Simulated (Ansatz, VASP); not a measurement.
MgB2: VASP beside Ansatz

```xyz
3
Lattice="3.0850 -0.0309 -0.0309 -1.5692 2.6871 -0.0113 -0.0352 -0.0352 3.5230" Properties=species:S:1:pos:R:3 pbc="T T T"
Mg    0.0000    0.0000    0.0000
B    -0.0354    1.7635    1.7437
B     1.5160    0.8575    1.7372
```

Change from the starting cell: equal xy, yz and zx shear strains of -2 %, crystal datasets.

Alike in both runs: task electric field gradients; functional LDA; k mesh 15 × 15 × 12; occupations fermi-dirac, width 0.05 eV; no spin polarisation.

|  | VASP | Ansatz |
| --- | --- | --- |
| version | VASP 6.6.1 | Ansatz 0.2.0 |
| potentials or method | VASP PAW LDA potentials, release 64 (Mg, B), cutoff 520 eV | all-electron PAW with datasets made for the crystal, scalar-relativistic |

|  | VASP | Ansatz | Ansatz less VASP |
| --- | --- | --- | --- |
| pressure (GPa) | -8.0 | -7.5 | +0.58 |
| traceless stress, the component that is largest in VASP (GPa) | 3.68 | 3.67 | -0.003 |
| rms of the force components (eV/Å) | 0.022 | 0.022 | -0.0004 |
| size of Vzz on the site where it differs most (V/Å²) | 19.6 | 17.5 | -2.11 |

LDA's correlation is that of Perdew and Zunger in VASP and of Perdew and Wang (1992) in Ansatz. Atom by atom the forces differ by 0.000 eV/Å (rms over components). Ansatz ran all-electron here, and VASP with PAW potentials.
